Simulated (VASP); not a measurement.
Input of a VASP 6.6.1 run:

INCAR

```
SYSTEM = KCl
PREC = Accurate
ENCUT = 520
EDIFF = 1E-8
ISMEAR = 0
SIGMA = 0.01
LREAL = .FALSE.
LASPH = .TRUE.
NELM = 80
ALGO = Normal
ISIF = 2
LWAVE = .FALSE.
LCHARG = .TRUE.
GGA = PS
IBRION = 8
NSW = 1
```

KPOINTS

```
Automatic mesh
0
G
  6 6 6
  0 0 0
```

Contents of POSCAR:

```
KCl
1.0
    3.0325830272      3.0325830272      0.0000000000
   -3.0325830272      3.0325830272      0.0000000000
    0.0000000000      3.0325830272      3.0325830272
K Cl
1 1
Direct
    0.0000000000      0.0000000000      0.0000000000
    0.5000000000      0.5000000000      0.0000000000
```

Potentials or basis: VASP PAW PBE potentials, release 64 (K_sv, Cl).

Run with:

```bash
$ cat potpaw_PBE.64/K_sv/POTCAR potpaw_PBE.64/Cl/POTCAR > POTCAR
$ mpirun -np 1 vasp_std > vasp.out
```

Q: Predict the highest phonon frequency at Γ, LO-TO splitting left out.

A: 171 cm⁻¹.

Phonon frequencies in cm⁻¹ (negative: imaginary):
| q point | frequencies |
| --- | --- |
| (0.000, 0.000, 0.000) | 0 0 0 171 171 171 |

Caveat: the cell stands under pressure or tension, which shifts response properties.
